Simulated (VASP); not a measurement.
**Au: single point with PBE**

Au, a slab with vacuum:

```
CELL_PARAMETERS angstrom
2.94022 0.00000 0.00000
0.00000 4.15809 0.00000
0.00000 0.00000 23.82065
ATOMIC_POSITIONS crystal
Au 0.50000 0.50000 0.31485
Au 0.00000 0.00000 0.37657
Au 0.50000 0.50000 0.43828
Au 0.00000 0.00000 0.50000
Au 0.50000 0.50000 0.56172
Au 0.00000 0.00000 0.62343
Au 0.50000 0.50000 0.68515
```

| Item | Value |
| --- | --- |
| Program | VASP 6.6.1 |
| Task | single point |
| Functional | PBE |
| Potentials or basis | VASP PAW PBE potentials, release 64 (Au) |
| Cutoff | 520 eV |
| k mesh | 12 × 8 × 1 |
| Occupations | gaussian, width 1.5 eV |
| Spin | no spin polarisation |

```json
{"Largest force": "0.463 eV/Å", "Band gap on the k mesh": "zero (an odd number of electrons rules out a gap without spin polarisation)"}
```

Forces in eV/Å, atoms in the order of the input:
```
Au   0.000  0.000  0.327
Au   0.000  0.000 -0.463
Au   0.000  0.000  0.041
Au   0.000  0.000  0.000
Au   0.000  0.000 -0.041
Au   0.000  0.000  0.463
Au   0.000  0.000 -0.327
```

Levels at points of the mesh, in eV from the Fermi level:
| k point | band 37 | band 38 | band 39 | band 40 | band 41 | band 42 |
| --- | --- | --- | --- | --- | --- | --- |
| (0.00, 0.00, 0.00) | -1.89 | -1.76 | -1.25 | 0.31 | 2.00 | 2.29 |
| (0.50, 0.00, 0.00) | -0.28 | 0.14 | 0.17 | 0.69 | 1.11 | 1.65 |
| (0.00, 0.50, 0.00) | -1.96 | -1.93 | -1.91 | -1.59 | -0.82 | 0.03 |
| (0.50, 0.50, 0.00) | 0.22 | 1.89 | 2.12 | 2.72 | 2.72 | 2.87 |

Wall time 5.8 min on 1 thread of Intel(R) Xeon(R) 6975P-C (Granite Rapids), on a shared host, peak memory 0.58 GiB.

Caveat: so wide a smearing shifts energies and pressures; spin-orbit coupling is left out, which moves the levels of the heavy elements.
